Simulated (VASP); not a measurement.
Here is a VASP 6.6.1 calculation.

INCAR

```
PREC = Accurate ; ENCUT = 520
EDIFF = 1E-7 ; ISMEAR = -1
SIGMA = 0.08 ; LREAL = F
LASPH = T ; NELM = 100
ALGO = Normal ; ISIF = 2
LWAVE = F ; LCHARG = T
LELF = T ; LVHAR = T
NBANDS = 12
```

File KPOINTS:

```
Automatic mesh
0
Gamma
  18 18 18
```

Contents of POSCAR:

```
Ga
1.0
   -1.4437245941      1.4437245941      1.4437245941
    1.4437245941     -1.4437245941      1.4437245941
    1.4437245941      1.4437245941     -1.4437245941
Ga
1
Direct
    0.0000000000      0.0000000000      0.0000000000
```

Potentials or basis: VASP PAW LDA potentials, release 64 (Ga_d).

Command:

```console
$ cat potpaw_LDA.64/Ga_d/POTCAR > POTCAR
$ mpirun -np 1 vasp_std > vasp.out
```

**Question.** What does it give for the pressure?

**Answer.** 57.7 GPa.

**Question.** Estimate the band gap on the k mesh.

**Answer.** Zero (an odd number of electrons rules out a gap without spin polarisation).

Caveat: the cell stands under pressure.
